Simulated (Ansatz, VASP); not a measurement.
# Two plane-wave programs on TiO2

```
Ti O
1.0
    -1.89210    1.89210    4.75730
     1.89210   -1.89210    4.75730
     1.89210    1.89210   -4.75730
Ti O
2 4
Direct
  0.00000 0.00000 0.00000
  0.75000 0.25000 0.50000
  0.20816 0.20816 0.00000
  0.95816 0.45816 0.50000
  0.54184 0.04184 0.50000
  0.79184 0.79184 0.00000
```

Alike in both runs: functional r2SCAN; k mesh 6 × 6 × 6; no spin polarisation.

Ansatz relaxed the structure, and its values are those at the end. VASP's run is a single point on that final structure, the one shown.

```csv
,VASP,Ansatz
version,VASP 6.6.1,Ansatz 0.2.0
potentials or method,"VASP PAW PBE potentials, release 64 (Ti_sv, O)","scalar-relativistic, plane waves, PAW"
plane-wave cutoff (eV),520,500
occupations,"gaussian, width 0.01 eV",fixed
valence electrons in the cell,48,48
```

|  | VASP | Ansatz | Ansatz less VASP |
| --- | --- | --- | --- |
| gap on the k mesh at the Fermi level (eV) | 2.57 | 2.55 | -0.022 |
| least direct gap on the mesh (eV) | 2.90 | 2.87 | -0.029 |
| pressure (GPa) | 1.7 | 0.5 | -1.23 |
| rms of the force components (eV/Å) | 0.013 | 0.000 | -0.0134 |

VASP's potentials were made for PBE, not for r2SCAN. Ansatz's warnings: stress scf threshold loose.
